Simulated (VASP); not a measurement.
# Al (Im-3m) in VASP: a series of runs

Aim: see how the results for Al move with the level of theory and the settings. Levels: PBEsol, r2SCAN. Tasks: single point, relaxation of cell and atoms.

Program: VASP 6.6.1. These are calculated values, not measurements. Logs are shortened: lines on timing, memory, paths and dates and some standing lists are left out, and cuts for length are marked.

## (1) The cell of the first run

Symmetry: Im-3m, No. 229, cubic system. The conventional cell has a = 3.198 Å, b = 3.198 Å, c = 3.198 Å, α = 90.00°, β = 90.00°, γ = 90.00°. Al (site symmetry m-3m) has 14 Al at 2.77 to 3.20 Å within 3.7 Å.

## (2) Single point, PBEsol

Contents of INCAR:

```
PREC = Accurate
ENCUT = 520
EDIFF = 1E-6
ISMEAR = 1
SIGMA = 0.1
LREAL = F
LASPH = T
NELM = 100
ALGO = Normal
ISIF = 2
LWAVE = F
LCHARG = F
GGA = PS
NBANDS = 8
```

Contents of KPOINTS:

```
regular mesh
0
Gamma
  13 13 13
```

Contents of POSCAR:

```
Al
1.0
   -1.5990362448      1.5990362448      1.5990362448
    1.5990362448     -1.5990362448      1.5990362448
    1.5990362448      1.5990362448     -1.5990362448
Al
1
Direct
    0.0000000000      0.0000000000      0.0000000000
```

Potentials or basis: VASP PAW PBE potentials, release 64 (Al).

Run with:

```sh
$ cat potpaw_PBE.64/Al/POTCAR > POTCAR
$ mpirun -np 1 vasp_std > vasp.out
```

OUTCAR:

```text
PREC = Accurate
   ENCUT = 520
   EDIFF = 1E-6
   ISMEAR = 1
   LREAL = F
   LASPH = T
   NELM = 100
   ISIF = 2
   GGA = PS

 ion  position               nearest neighbor table
   1  0.000  0.000  0.000-

  LATTYP: Found a body centered cubic cell.
 ALAT       =     3.1980724896

  Lattice vectors:

 A1 = (  -1.5990362448,   1.5990362448,   1.5990362448)
 A2 = (   1.5990362448,  -1.5990362448,   1.5990362448)
 A3 = (   1.5990362448,   1.5990362448,  -1.5990362448)

Analysis of symmetry for initial positions (statically):
=====================================================================
 Subroutine PRICEL returns:
 Original cell was already a primitive cell.

 Routine SETGRP: Setting up the symmetry group for a
 body centered cubic supercell.

 Subroutine GETGRP returns: Found 48 space group operations
 (whereof 48 operations were pure point group operations)
 out of a pool of 48 trial point group operations.

The static configuration has the point symmetry O_h .

Analysis of symmetry for dynamics (positions and initial velocities):
=====================================================================
 Subroutine PRICEL returns:
 Original cell was already a primitive cell.

 Routine SETGRP: Setting up the symmetry group for a
 body centered cubic supercell.

 Subroutine GETGRP returns: Found 48 space group operations
 (whereof 48 operations were pure point group operations)
 out of a pool of 48 trial point group operations.

The dynamic configuration has the point symmetry O_h .

 Subroutine INISYM returns: Found 48 space group operations
 (whereof 48 operations are pure point group operations),
 and found     1 'primitive' translations

----------------------------------------------------------------------------------------

                                     Primitive cell

  volume of cell :      16.3544

  direct lattice vectors                    reciprocal lattice vectors
    -1.599036245  1.599036245  1.599036245     0.000000000  0.312688347  0.312688347
     1.599036245 -1.599036245  1.599036245     0.312688347  0.000000000  0.312688347
     1.599036245  1.599036245 -1.599036245     0.312688347  0.312688347  0.000000000

  length of vectors
     2.769612019  2.769612019  2.769612019     0.442208101  0.442208101  0.442208101

  position of ions in fractional coordinates (direct lattice)
     0.000000000  0.000000000  0.000000000

  ion indices of the primitive-cell ions
   primitive index   ion index
                 1           1

----------------------------------------------------------------------------------------

 KPOINTS: regular mesh

Automatic generation of k-mesh.
 Grid dimensions read from file:
 generate k-points for:   13   13   13

 Generating k-lattice:

  Cartesian coordinates                     Fractional coordinates (reciprocal lattice)
     0.000000000  0.024052950  0.024052950     0.076923077  0.000000000  0.000000000
     0.024052950  0.000000000  0.024052950     0.000000000  0.076923077  0.000000000
     0.024052950  0.024052950  0.000000000     0.000000000  0.000000000  0.076923077

  Length of vectors
     0.034016008  0.034016008  0.034016008

  Shift w.r.t. Gamma in fractional coordinates (k-lattice)
     0.000000000  0.000000000  0.000000000

 Subroutine IBZKPT returns following result:
 ===========================================

 Found     84 irreducible k-points:

 Following reciprocal coordinates:
            Coordinates               Weight
  0.000000  0.000000  0.000000      1.000000
  0.076923  0.000000  0.000000     12.000000
  0.153846  0.000000  0.000000     12.000000
  0.230769  0.000000  0.000000     12.000000
  0.307692  0.000000  0.000000     12.000000
  0.384615  0.000000  0.000000     12.000000
[... 16 lines left out ...]
  0.153846  0.076923  0.076923     24.000000
  0.230769  0.076923  0.076923     24.000000
 [... further k-points ...]
   k-points           NKPTS =     84   k-points in BZ     NKDIM =     84   number of bands    NBANDS=      8
   number of dos      NEDOS =    301   number of ions     NIONS =      1
   total plane-waves  NPLWV =  13824
   dimension x,y,z NGX =    24 NGY =   24 NGZ =   24
   dimension x,y,z NGXF=    48 NGYF=   48 NGZF=   48
   ions per type =               1
   NGX,Y,Z   is equivalent  to a cutoff of  14.41, 14.41, 14.41 a.u.
   NGXF,Y,Z  is equivalent  to a cutoff of  28.81, 28.81, 28.81 a.u.
 SYSTEM =  unknown system
   PREC   = accura    normal or accurate (medium, high low for compatibility)
   ISTART =      0    job   : 0-new  1-cont  2-samecut
   ICHARG =      2    charge: 1-file 2-atom 10-const
   ISPIN  =      1    spin polarized calculation?
   LNONCOLLINEAR =      F non collinear calculations
   LSORBIT =      F    spin-orbit coupling
   LASPH  =      T    aspherical Exc in radial PAW
   ENCUT  =  520.0 eV  38.22 Ry    6.18 a.u.   5.15  5.15  5.15*2*pi/ulx,y,z
   NELM   =    100;   NELMIN=  2; NELMDL= -5     # of ELM steps
   EDIFF  = 0.1E-05   stopping-criterion for ELM
   LREAL  =      F    real-space projection
   EDIFFG = 0.1E-04   stopping-criterion for IOM
   NSW    =      0    number of steps for IOM
   IBRION =     -1    ionic relax: 0-MD 1-quasi-New 2-CG
   NFREE  =      0    steps in history (QN), initial steepest desc. (CG)
   ISIF   =      2    stress and relaxation
   ISYM   =      2    0-nonsym 1-usesym 2-fastsym
   POTIM  = 0.5000    time-step for ionic-motion
   TEBEG  =    0.0;   TEEND  =   0.0 temperature during run
   PSTRESS=    0.0 pullay stress
   NELECT =       3.0000    total number of electrons
   NUPDOWN=      -1.0000    fix difference up-down
   EMIN   =  10.00;   EMAX   =-10.00  energy-range for DOS
   EFERMI =   0.00;   METHOD = LEGACY
   ISMEAR =     1;   SIGMA  =   0.10  broadening in eV -4-tet -1-fermi 0-gaus
   EFERMI_NEDOS =   21; number of points for ismear=-14 and -15
   IALGO  =     38    algorithm
   IMIX   =      4    mixing-type and parameters
     AMIX     =   0.40;   BMIX     =  1.00
     AMIX_MAG =   1.60;   BMIX_MAG =  1.00
  volume/ion in A,a.u.               =      16.35       110.37
  Fermi-wavevector in a.u.,A,eV,Ry     =   0.930187  1.757799 11.772412  0.865248
  Thomas-Fermi vector in A             =   2.056549
   LORBIT       =      0    0 simple, 1 ext, 2 COOP (PROOUT), +10 PAW based schemes
   GGA     = PS    functional components
   LHFCALC =     F    Hartree Fock is set to
   AEXX    =    0.0000 exact exchange contribution
   IVDW    =     0    specifies the selected vdW correction
   LEPSILON=     F    determine dielectric tensor
   LRPA    =     F    only Hartree local field effects (RPA)
 non-spin polarized calculation
 Methfessel and Paxton  Order N= 1 SIGMA  =   0.10
  energy-cutoff  :      520.00
  volume of cell :       16.35
 maximum number of plane-waves:       453
 NGX is ok and might be reduce to    24
   NGX = 11   NGY = 11   NGZ = 11

 number of electron       3.0000000 magnetization

 Free energy of the ion-electron system (eV)
  ---------------------------------------------------
  ext. energy  EPLUGINS =         0.00000000
  ---------------------------------------------------
  free energy    TOTEN  =        -3.99554960 eV

  energy without entropy =       -3.99612941  energy(sigma->0) =       -3.99574287

 E-fermi :   8.0723     XC(G=0): -10.2934

 val. band max:        7.9402864054   @ k =   0.2308   0.2308   0.1538
 cond. band min:       8.0935930458   @ k =  -0.3846   0.3846   0.1538
 fundamental gap:      0.1533066403
 Fermi energy:         8.0723088813

 k-point     1 :       0.0000    0.0000    0.0000
  band No.  band energies     occupation
      1      -3.1443      2.00000
      2      21.3389      0.00000
      3      21.3389      0.00000
      4      21.3389      0.00000
      5      22.8506      0.00000
      6      22.8506      0.00000
      7      22.8506      0.00000
      8      24.3982      0.00000

 k-point     2 :       0.0769    0.0000    0.0000
  band No.  band energies     occupation
      1      -2.9731      2.00000
      2      19.4152      0.00000
      3      20.2798      0.00000
      4      20.6788      0.00000
      5      22.1618      0.00000
      6      23.2175      0.00000
      7      23.5941      0.00000
      8      24.1943      0.00000

 k-point     3 :       0.1538    0.0000    0.0000
  band No.  band energies     occupation
      1      -2.4606      2.00000
      2      16.2761      0.00000
      3      18.9753      0.00000
      4      19.4397      0.00000
      5      20.9506      0.00000
      6      22.1145      0.00000
      7      24.4941      0.00000
      8      24.8494      0.00000

 k-point     4 :       0.2308    0.0000    0.0000
  band No.  band energies     occupation
      1      -1.6107      2.00000
      2      13.1215      0.00000
      3      17.9052      0.00000
      4      18.2612      0.00000
      5      19.8454      0.00000
      6      21.1771      0.00000
      7      25.5000      0.00000
      8      25.5389      0.00000

 k-point     5 :       0.3077    0.0000    0.0000
  band No.  band energies     occupation
      1      -0.4293      2.00000
      2      10.1658      0.00000
      3      17.1006      0.00000
      4      17.3247      0.00000
      5      18.9839      0.00000
      6      20.4040      0.00000
      7      26.4039      0.00000
      8      26.8116      0.00000

 k-point     6 :       0.3846    0.0000    0.0000
  band No.  band energies     occupation
      1       1.0746      2.00000
      2       7.4675      2.00000
      3      16.5650      0.00000
      4      16.6848      0.00000
      5      18.4011      0.00000
      6      19.8517      0.00000
      7      27.5097      0.00000
      8      28.3039      0.00000

 k-point     7 :       0.4615    0.0000    0.0000
  band No.  band energies     occupation
      1       2.8799      2.00000
      2       5.0628      2.00000
      3      16.2977      0.00000
      4      16.3614      0.00000
      5      18.1081      0.00000
      6      19.5645      0.00000
      7      28.5783      0.00000
      8      29.7840      0.00000

 k-point     8 :       0.0769    0.0769    0.0000
  band No.  band energies     occupation
      1      -2.6312      2.00000
      2      17.8687      0.00000
      3      18.0188      0.00000
      4      19.6975      0.00000
      5      22.2280      0.00000
      6      22.4701      0.00000
      7      24.1557      0.00000
      8      24.6127      0.00000

 k-point     9 :       0.1538    0.0769    0.0000
  band No.  band energies     occupation
      1      -1.9500      2.00000
      2      14.7760      0.00000
      3      16.6591      0.00000
      4      18.5312      0.00000
      5      21.2585      0.00000
      6      22.4180      0.00000
      7      24.1670      0.00000
      8      26.0405      0.00000

 k-point    10 :       0.2308    0.0769    0.0000
  band No.  band energies     occupation
      1      -0.9343      2.00000
      2      11.7233      0.00000
      3      15.6176      0.00000
      4      17.5527      0.00000
      5      20.2881      0.00000
      6      22.0478      0.00000
      7      24.6347      0.00000
      8      27.4652      0.00000
[... 78 lines left out ...]
 k-point    18 :       0.2308    0.2308    0.0000
  band No.  band energies     occupation
      1       1.4068      2.00000
      2       9.5278     -0.00000
      3      10.2037      0.00000
      4      15.9777      0.00000
      5      22.0252      0.00000
      6      22.4983      0.00000
      7      27.4632      0.00000
      8      27.8452      0.00000

 k-point    19 :       0.3077    0.2308   -0.0000
  band No.  band energies     occupation
      1       3.0509      2.00000
      2       7.2739      2.00000
      3       9.4540     -0.00000
      4      15.5444      0.00000
      5      21.8403      0.00000
      6      23.6701      0.00000
      7      26.5952      0.00000
      8      28.7840      0.00000

 k-point    20 :       0.3846    0.2308    0.0000
  band No.  band energies     occupation
      1       4.7627      2.00000
      2       5.2833      2.00000
      3       9.2776     -0.00000
      4      15.3982      0.00000
      5      21.7145      0.00000
      6      24.9945      0.00000
      7      25.3796      0.00000
      8      28.6811      0.00000

 k-point    21 :       0.3077    0.3077    0.0000
  band No.  band energies     occupation
      1       4.8119      2.00000
      2       6.6684      2.00000
      3       7.3914      2.00000
      4      15.2570      0.00000
      5      23.2557      0.00000
      6      23.6367      0.00000
      7      25.2313      0.00000
      8      30.6537      0.00000

 k-point    22 :       0.0769    0.0769    0.0769
  band No.  band energies     occupation
      1      -2.1200      2.00000
      2      16.4367      0.00000
      3      16.4367      0.00000
      4      16.8945      0.00000
      5      23.8433      0.00000
      6      23.8433      0.00000
      7      24.3335      0.00000
      8      24.3335      0.00000

 k-point    23 :       0.1538    0.0769    0.0769
  band No.  band energies     occupation
      1      -1.2721      2.00000
      2      13.3993      0.00000
      3      15.2095      0.00000
      4      15.6981      0.00000
      5      23.2404      0.00000
      6      23.6399      0.00000
      7      25.4269      0.00000
      8      25.5619      0.00000

 k-point    24 :       0.2308    0.0769    0.0769
  band No.  band energies     occupation
      1      -0.0936      2.00000
      2      10.4670      0.00000
      3      14.2694      0.00000
      4      14.8369      0.00000
      5      22.5267      0.00000
      6      23.0169      0.00000
      7      26.6029      0.00000
      8      26.9077      0.00000

 [... further k-points ...]
[... 5 lines left out ...]
  --------------------------------------------------------------------------------------
  -------------------------------------------------------------------------------------
  Total        0.0705312      0.0705312      0.0705312      0.0000000     -0.0000000      0.0000000
  in kB        6.9096656      6.9096656      6.9096656      0.0000000     -0.0000000      0.0000000
  external PRESSURE =       6.9096656 kB  Pullay stress =       0.0000000 kB

 VOLUME and BASIS-vectors are now :
 -----------------------------------------------------------------------------
  energy-cutoff  :      520.00
  volume of cell :       16.35
      direct lattice vectors                 reciprocal lattice vectors
    -1.599036245  1.599036245  1.599036245     0.000000000  0.312688347  0.312688347
     1.599036245 -1.599036245  1.599036245     0.312688347  0.000000000  0.312688347
     1.599036245  1.599036245 -1.599036245     0.312688347  0.312688347  0.000000000

 POSITION                                       TOTAL-FORCE (eV/Angst)
 -----------------------------------------------------------------------------------
      0.00000      0.00000      0.00000        -0.000000     -0.000000      0.000000
 -----------------------------------------------------------------------------------
    total drift:                                0.000000      0.000000      0.000000

  FREE ENERGIE OF THE ION-ELECTRON SYSTEM (eV)
  ---------------------------------------------------
  free  energy   TOTEN  =        -3.9955496001 eV

  energy  without entropy=       -3.9961294150  energy(sigma->0) =       -3.99574287
```

Run time: 5.6 s. Hardware: 1 thread of Intel Xeon Platinum 8259CL at 2.50GHz (Skylake/Cascade Lake), shared host; peak memory 0.13 GiB.

What came out:

```yaml
Free_energy: -3.9955 eV
Pressure: 0.7 GPa
```

Caveat: the PAW data sets were made with another functional, which shifts forces and pressure a little.

## (3) Single point, r2SCAN

POSCAR is that of step 2.

Contents of INCAR.step1:

```
SYSTEM = Al
  PREC = Accurate
  ENCUT = 520
  ISMEAR = 1
  SIGMA = 0.1
  LREAL = .FALSE.
  LASPH = .TRUE.
  NELM = 100
  NBANDS = 8
  GGA = PE
  ALGO = Normal
  EDIFF = 1E-4
  LWAVE = .TRUE.
  LCHARG = .FALSE.
```

Contents of INCAR.step2:

```
SYSTEM = Al
  PREC = Accurate
  ENCUT = 520
  EDIFF = 1E-6
  ISMEAR = 1
  SIGMA = 0.1
  LREAL = .FALSE.
  LASPH = .TRUE.
  NELM = 100
  ALGO = Normal
  ISIF = 2
  LWAVE = .FALSE.
  LCHARG = .FALSE.
  METAGGA = R2SCAN
  LMIXTAU = .TRUE.
  NBANDS = 8
  ISTART = 1
```

Contents of KPOINTS:

```
regular mesh
0
G
  10 10 10
  0 0 0
```

Potentials or basis: VASP PAW PBE potentials, release 64 (Al).

Run with:

```sh
$ cat potpaw_PBE.64/Al/POTCAR > POTCAR
$ cp INCAR.step1 INCAR
$ mpirun -np 1 vasp_std > vasp.out
$ cp INCAR.step2 INCAR
$ mpirun -np 1 vasp_std > vasp.out
```

Run time: 14 s. Hardware: 1 thread of Intel Xeon Platinum 8259CL at 2.50GHz (Skylake/Cascade Lake), shared host; peak memory 0.13 GiB.

It converged, with:

```
Free energy : -6.6336 eV
Pressure    : -0.3 GPa
```

Levels at points of the mesh, in eV from the Fermi level:
| k point | band 1 | band 2 | band 3 | band 4 | band 5 |
| --- | --- | --- | --- | --- | --- |
| (0.00, 0.00, 0.00) | -11.87 | 14.14 | 14.14 | 14.14 | 16.11 |
| (0.50, 0.00, 0.00) | -4.70 | -3.97 | 8.75 | 8.95 | 10.75 |
| (0.50, 0.50, 0.50) | 2.07 | 2.07 | 2.07 | 3.00 | 3.00 |

Caveat: the PAW data sets were made with another functional, which shifts forces and pressure a little.

(Part 1 of 2 ends here.)
